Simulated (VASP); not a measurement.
# KSrRe4 (F-43m) in VASP: a series of runs

Runs on KSrRe4. Level: PBE. Tasks: single point.

Everything below comes from runs of VASP 6.6.1. Logs are shortened: lines on timing, memory, paths and dates and some standing lists are left out, and cuts for length are marked.

### Step 1. The cell of the first run

Symmetry: F-43m, No. 216, cubic system. The conventional cell has a = 7.802 Å, b = 7.802 Å, c = 7.802 Å, α = 90.00°, β = 90.00°, γ = 90.00°. K (site symmetry -43m) has 12 Re at 3.23 Å and 4 Sr at 3.38 Å within 4.3 Å. Sr (site symmetry -43m) has 12 Re at 3.24 Å and 4 K at 3.38 Å within 4.3 Å. Within 3.6 Å of Re (site symmetry 3m) lie 6 Re at 2.75 to 2.77 Å and 3 K at 3.23 Å and 3 Sr at 3.24 Å.

The cell was generated, and may not be a known phase.

### Step 2. Single point, PBE

Contents of INCAR:

```
PREC = Accurate
ENCUT = 520
EDIFF = 1E-6
ISMEAR = 0
SIGMA = 0.1
LREAL = False
LASPH = True
NELM = 100
ALGO = Normal
ISIF = 2
LWAVE = False
LCHARG = True
GGA = PE
LELF = True
LVHAR = True
NBANDS = 32
```

Contents of KPOINTS:

```
regular mesh
0
Gamma
  4 4 4
```

Contents of POSCAR:

```
KSrRe4
1.0
    0.0000000000      3.9007915969      3.9007915969
    3.9007915969      0.0000000000      3.9007915969
    3.9007915969      3.9007915969      0.0000000000
K Sr Re
1 1 4
Direct
    0.0000000000      0.0000000000      0.0000000000
    0.7500000000      0.7500000000      0.7500000000
    0.3746121251      0.3746121251      0.8761636248
    0.8761636248      0.3746121251      0.3746121251
    0.3746121251      0.3746121251      0.3746121251
    0.3746121251      0.8761636248      0.3746121251
```

Potentials or basis: VASP PAW PBE potentials, release 64 (K_sv, Sr_sv, Re).

On the command line:

```console
> cat potpaw_PBE.64/K_sv/POTCAR potpaw_PBE.64/Sr_sv/POTCAR potpaw_PBE.64/Re/POTCAR > POTCAR
> mpirun -np 1 vasp_std > vasp.out
```

OUTCAR:

```text
PREC = Accurate
   ENCUT = 520
   EDIFF = 1E-6
   ISMEAR = 0
   LREAL = False
   LASPH = True
   NELM = 100
   ISIF = 2
   GGA = PE

 ion  position               nearest neighbor table
   1  0.000  0.000  0.000-   4 3.23   6 3.23   3 3.23   4 3.23   3 3.23   6 3.23   5 3.23   5 3.23
                             5 3.23   3 3.23   4 3.23   6 3.23   2 3.38   2 3.38   2 3.38   2 3.38
   2  0.750  0.750  0.750-   3 3.24   4 3.24   6 3.24   5 3.24   5 3.24   5 3.24   4 3.24   6 3.24
                             6 3.24   3 3.24   4 3.24   3 3.24   1 3.38   1 3.38   1 3.38   1 3.38
   3  0.375  0.375  0.876-   4 2.75   5 2.75   6 2.75   6 2.77   4 2.77   5 2.77   1 3.23   1 3.23
                             1 3.23   2 3.24   2 3.24   2 3.24
   4  0.876  0.375  0.375-   3 2.75   5 2.75   6 2.75   6 2.77   3 2.77   5 2.77   1 3.23   1 3.23
                             1 3.23   2 3.24   2 3.24   2 3.24
   5  0.375  0.375  0.375-   3 2.75   4 2.75   6 2.75   4 2.77   6 2.77   3 2.77   1 3.23   1 3.23
                             1 3.23   2 3.24   2 3.24   2 3.24
   6  0.375  0.876  0.375-   3 2.75   4 2.75   5 2.75   4 2.77   3 2.77   5 2.77   1 3.23   1 3.23
                             1 3.23   2 3.24   2 3.24   2 3.24

  LATTYP: Found a face centered cubic cell.
 ALAT       =     7.8015831938

  Lattice vectors:

 A1 = (   0.0000000000,   3.9007915969,   3.9007915969)
 A2 = (   3.9007915969,   0.0000000000,   3.9007915969)
 A3 = (   3.9007915969,   3.9007915969,   0.0000000000)

Analysis of symmetry for initial positions (statically):
=====================================================================
 Subroutine PRICEL returns:
 Original cell was already a primitive cell.

 Routine SETGRP: Setting up the symmetry group for a
 face centered cubic supercell.

 Subroutine GETGRP returns: Found 24 space group operations
 (whereof 24 operations were pure point group operations)
 out of a pool of 48 trial point group operations.

The static configuration has the point symmetry T_d .

Analysis of symmetry for dynamics (positions and initial velocities):
=====================================================================
 Subroutine PRICEL returns:
 Original cell was already a primitive cell.

 Routine SETGRP: Setting up the symmetry group for a
 face centered cubic supercell.

 Subroutine GETGRP returns: Found 24 space group operations
 (whereof 24 operations were pure point group operations)
 out of a pool of 48 trial point group operations.

The dynamic configuration has the point symmetry T_d .

 Subroutine INISYM returns: Found 24 space group operations
 (whereof 24 operations are pure point group operations),
 and found     1 'primitive' translations

----------------------------------------------------------------------------------------

                                     Primitive cell

  volume of cell :     118.7103

  direct lattice vectors                    reciprocal lattice vectors
     0.000000000  3.900791597  3.900791597    -0.128179111  0.128179111  0.128179111
     3.900791597  0.000000000  3.900791597     0.128179111 -0.128179111  0.128179111
     3.900791597  3.900791597  0.000000000     0.128179111  0.128179111 -0.128179111

  length of vectors
     5.516552380  5.516552380  5.516552380     0.222012733  0.222012733  0.222012733

  position of ions in fractional coordinates (direct lattice)
     0.000000000  0.000000000  0.000000000
     0.750000000  0.750000000  0.750000000
     0.374612125  0.374612125  0.876163625
     0.876163625  0.374612125  0.374612125
     0.374612125  0.374612125  0.374612125
     0.374612125  0.876163625  0.374612125

  ion indices of the primitive-cell ions
   primitive index   ion index
                 1           1
                 2           2
                 3           3
                 4           4
                 5           5
                 6           6

----------------------------------------------------------------------------------------

 KPOINTS: regular mesh

Automatic generation of k-mesh.
 Grid dimensions read from file:
 generate k-points for:    4    4    4

 Generating k-lattice:

  Cartesian coordinates                     Fractional coordinates (reciprocal lattice)
    -0.032044778  0.032044778  0.032044778     0.250000000  0.000000000  0.000000000
     0.032044778 -0.032044778  0.032044778     0.000000000  0.250000000  0.000000000
     0.032044778  0.032044778 -0.032044778     0.000000000  0.000000000  0.250000000

  Length of vectors
     0.055503183  0.055503183  0.055503183

  Shift w.r.t. Gamma in fractional coordinates (k-lattice)
     0.000000000  0.000000000  0.000000000

 Subroutine IBZKPT returns following result:
 ===========================================

 Found      8 irreducible k-points:

 Following reciprocal coordinates:
            Coordinates               Weight
  0.000000  0.000000  0.000000      1.000000
  0.250000  0.000000  0.000000      8.000000
  0.500000  0.000000  0.000000      4.000000
  0.250000  0.250000  0.000000      6.000000
  0.500000  0.250000  0.000000     24.000000
 -0.250000  0.250000  0.000000     12.000000
  0.500000  0.500000  0.000000      3.000000
 -0.250000  0.500000  0.250000      6.000000
   k-points           NKPTS =      8   k-points in BZ     NKDIM =      8   number of bands    NBANDS=     32
   number of dos      NEDOS =    301   number of ions     NIONS =      6
   total plane-waves  NPLWV =  74088
   dimension x,y,z NGX =    42 NGY =   42 NGZ =   42
   dimension x,y,z NGXF=    84 NGYF=   84 NGZF=   84
   ions per type =               1   1   4
   NGX,Y,Z   is equivalent  to a cutoff of  12.66, 12.66, 12.66 a.u.
   NGXF,Y,Z  is equivalent  to a cutoff of  25.31, 25.31, 25.31 a.u.
 SYSTEM =  unknown system
   PREC   = accura    normal or accurate (medium, high low for compatibility)
   ISTART =      0    job   : 0-new  1-cont  2-samecut
   ICHARG =      2    charge: 1-file 2-atom 10-const
   ISPIN  =      1    spin polarized calculation?
   LNONCOLLINEAR =      F non collinear calculations
   LSORBIT =      F    spin-orbit coupling
   LASPH  =      T    aspherical Exc in radial PAW
   ENCUT  =  520.0 eV  38.22 Ry    6.18 a.u.  10.26 10.26 10.26*2*pi/ulx,y,z
   NELM   =    100;   NELMIN=  2; NELMDL= -5     # of ELM steps
   EDIFF  = 0.1E-05   stopping-criterion for ELM
   LREAL  =      F    real-space projection
   EDIFFG = 0.1E-04   stopping-criterion for IOM
   NSW    =      0    number of steps for IOM
   IBRION =     -1    ionic relax: 0-MD 1-quasi-New 2-CG
   NFREE  =      0    steps in history (QN), initial steepest desc. (CG)
   ISIF   =      2    stress and relaxation
   ISYM   =      2    0-nonsym 1-usesym 2-fastsym
   POTIM  = 0.5000    time-step for ionic-motion
   TEBEG  =    0.0;   TEEND  =   0.0 temperature during run
   PSTRESS=    0.0 pullay stress
   NELECT =      47.0000    total number of electrons
   NUPDOWN=      -1.0000    fix difference up-down
   EMIN   =  10.00;   EMAX   =-10.00  energy-range for DOS
   EFERMI =   0.00;   METHOD = LEGACY
   ISMEAR =     0;   SIGMA  =   0.10  broadening in eV -4-tet -1-fermi 0-gaus
   EFERMI_NEDOS =   21; number of points for ismear=-14 and -15
   IALGO  =     38    algorithm
   IMIX   =      4    mixing-type and parameters
     AMIX     =   0.40;   BMIX     =  1.00
     AMIX_MAG =   1.60;   BMIX_MAG =  1.00
  volume/ion in A,a.u.               =      19.79       133.52
  Fermi-wavevector in a.u.,A,eV,Ry     =   1.202111  2.271661 19.661395  1.445072
  Thomas-Fermi vector in A             =   2.337902
   LORBIT       =      0    0 simple, 1 ext, 2 COOP (PROOUT), +10 PAW based schemes
   GGA     = PE    functional components
   LHFCALC =     F    Hartree Fock is set to
   AEXX    =    0.0000 exact exchange contribution
   IVDW    =     0    specifies the selected vdW correction
   LEPSILON=     F    determine dielectric tensor
   LRPA    =     F    only Hartree local field effects (RPA)
 non-spin polarized calculation
 Gauss-broadening in eV      SIGMA  =   0.10
  energy-cutoff  :      520.00
  volume of cell :      118.71
 maximum number of plane-waves:      3250
 NGX is ok and might be reduce to    42
   NGX = 21   NGY = 21   NGZ = 21

 number of electron      46.9999997 magnetization

 Free energy of the ion-electron system (eV)
  ---------------------------------------------------
  ext. energy  EPLUGINS =         0.00000000
  ---------------------------------------------------
  free energy    TOTEN  =       -46.45409912 eV

  energy without entropy =      -46.41809991  energy(sigma->0) =      -46.43609951

 E-fermi :   4.7398     XC(G=0): -11.5208

 val. band max:        4.7207062776   @ k =   0.2500   0.2500   0.0000
 cond. band min:       4.7884374773   @ k =   0.2500   0.0000   0.0000
 fundamental gap:      0.0677311997
 Fermi energy:         4.7398037260

 k-point     1 :       0.0000    0.0000    0.0000
  band No.  band energies     occupation
      1     -29.0637      2.00000
      2     -24.4682      2.00000
      3     -11.3333      2.00000
      4     -11.3333      2.00000
      5     -11.3333      2.00000
      6      -8.2135      2.00000
[... 24 lines left out ...]
     31       6.4606      0.00000
     32       6.4806      0.00000

 k-point     2 :       0.2500    0.0000    0.0000
  band No.  band energies     occupation
      1     -29.0626      2.00000
      2     -24.4685      2.00000
      3     -11.3471      2.00000
      4     -11.3327      2.00000
      5     -11.3327      2.00000
      6      -8.2403      2.00000
[... 24 lines left out ...]
     31       7.3952      0.00000
     32       7.3954      0.00000
[... 173 lines left out ...]
     31       7.2522      0.00000
     32       7.6399      0.00000

 k-point     8 :      -0.2500    0.5000    0.2500
  band No.  band energies     occupation
      1     -29.0607      2.00000
      2     -24.4688      2.00000
      3     -11.3693      2.00000
      4     -11.3525      2.00000
      5     -11.3182      2.00000
      6      -8.2348      2.00000
[... 24 lines left out ...]
     31       7.5171      0.00000
     32       7.5852      0.00000

------------------------ aborting loop because EDIFF is reached ----------------------------------------

  FORCE on cell =-STRESS in cart. coord.  units (eV):
  Direction    XX          YY          ZZ          XY          YZ          ZX
  --------------------------------------------------------------------------------------
  -------------------------------------------------------------------------------------
  Total        0.0181992      0.0181992      0.0181992      0.0000000     -0.0000000      0.0000000
  in kB        0.2456259      0.2456259      0.2456259      0.0000000     -0.0000000      0.0000000
  external PRESSURE =       0.2456259 kB  Pullay stress =       0.0000000 kB

 VOLUME and BASIS-vectors are now :
 -----------------------------------------------------------------------------
  energy-cutoff  :      520.00
  volume of cell :      118.71
      direct lattice vectors                 reciprocal lattice vectors
     0.000000000  3.900791597  3.900791597    -0.128179111  0.128179111  0.128179111
     3.900791597  0.000000000  3.900791597     0.128179111 -0.128179111  0.128179111
     3.900791597  3.900791597  0.000000000     0.128179111  0.128179111 -0.128179111

 POSITION                                       TOTAL-FORCE (eV/Angst)
 -----------------------------------------------------------------------------------
      0.00000      0.00000      0.00000        -0.000000     -0.000000     -0.000000
      5.85119      5.85119      5.85119        -0.000000     -0.000000     -0.000000
      4.87902      4.87902      2.92257        -0.015951     -0.015951      0.015951
      2.92257      4.87902      4.87902         0.015951     -0.015951     -0.015951
      2.92257      2.92257      2.92257         0.015951      0.015951      0.015951
      4.87902      2.92257      4.87902        -0.015951      0.015951     -0.015951
 -----------------------------------------------------------------------------------
    total drift:                               -0.000000     -0.000000     -0.000000

  FREE ENERGIE OF THE ION-ELECTRON SYSTEM (eV)
  ---------------------------------------------------
  free  energy   TOTEN  =       -46.4540991188 eV

  energy  without entropy=      -46.4180999094  energy(sigma->0) =      -46.43609951
```

Run time: 81 s. Hardware: 1 thread of Oxide Virtual Turin-like, shared host; peak memory 0.23 GiB.

Results:

```yaml
Free_energy: -46.4541 eV
Pressure: 0.0 GPa
Largest_force: 0.028 eV/Å
Band_gap_on_the_k_mesh: zero (an odd number of electrons rules out a gap without spin polarisation)
```

Forces on the atoms (eV/Å):
```
K    0.000  0.000  0.000
Sr   0.000  0.000  0.000
Re  -0.016 -0.016  0.016
Re   0.016 -0.016 -0.016
Re   0.016  0.016  0.016
Re  -0.016  0.016 -0.016
```

Caveat: spin-orbit coupling is left out, which moves the levels of the heavy elements.

### Step 3. Single point, PBE

This run uses another cell than the first one, of 21.07 Å³/atom.

Contents of INCAR:

```
ALGO = Fast
EDIFF = 1E-6
ENCUT = 520
GGA = PE
ISIF = 2
ISMEAR = 0
LASPH = T
LCHARG = F
LREAL = F
LWAVE = F
NBANDS = 32
NELM = 60
PREC = Accurate
SIGMA = 0.1
```

Contents of KPOINTS:

```
k-points
0
Gamma
  4 4 4
```

Contents of POSCAR:

```
KSrRe4
1.0
    0.0000000000      3.9833363400      3.9833363400
    3.9833363400      0.0000000000      3.9833363400
    3.9833363400      3.9833363400      0.0000000000
K Sr Re
1 1 4
Direct
    0.0000000000      0.0000000000      0.0000000000
    0.7500000000      0.7500000000      0.7500000000
    0.3735206500      0.3735206500      0.8794380400
    0.8794380400      0.3735206500      0.3735206500
    0.3735206500      0.3735206500      0.3735206500
    0.3735206500      0.8794380400      0.3735206500
```

Potentials or basis: VASP PAW PBE potentials, release 64 (K_sv, Sr_sv, Re).

On the command line:

```console
> cat potpaw_PBE.64/K_sv/POTCAR potpaw_PBE.64/Sr_sv/POTCAR potpaw_PBE.64/Re/POTCAR > POTCAR
> mpirun -np 1 vasp_std > vasp.out
```

Wall time 5.8 min (1 thread of Oxide Virtual Turin-like, shared host); peak memory 0.25 GiB.

Results (log left out):

| Quantity | Value |
| --- | --- |
| Free energy | -46.2537 eV |
| Pressure | -7.8 GPa |
| Largest force | 0.173 eV/Å |
| Band gap on the k mesh | zero (an odd number of electrons rules out a gap without spin polarisation) |

Forces in eV/Å, atoms in the order of the input:
```
K    0.000  0.000  0.000
Sr   0.000  0.000  0.000
Re  -0.100 -0.100  0.100
Re   0.100 -0.100 -0.100
Re   0.100  0.100  0.100
Re  -0.100  0.100 -0.100
```

Levels at points of the mesh, in eV from the Fermi level:
| k point | band 19 | band 20 | band 21 | band 22 | band 23 | band 24 | band 25 | band 26 | band 27 | band 28 |
| --- | --- | --- | --- | --- | --- | --- | --- | --- | --- | --- |
| (0.00, 0.00, 0.00) | 0.77 | 0.77 | 0.77 | 0.89 | 0.89 | 0.89 | 0.93 | 0.93 | 1.55 | 1.62 |
| (0.50, 0.00, 0.00) | -1.40 | -1.40 | -1.31 | -1.31 | -0.81 | -0.81 | 0.77 | 0.85 | 0.85 | 1.30 |
| (0.50, 0.50, 0.00) | -1.71 | -1.67 | -1.31 | -1.00 | -1.00 | -0.93 | -0.66 | -0.66 | 1.04 | 1.04 |

Caveat: the cell stands under tension; spin-orbit coupling is left out, which moves the levels of the heavy elements.

The gap in the log of VASP goes by the Fermi energy; the results here count the filled bands.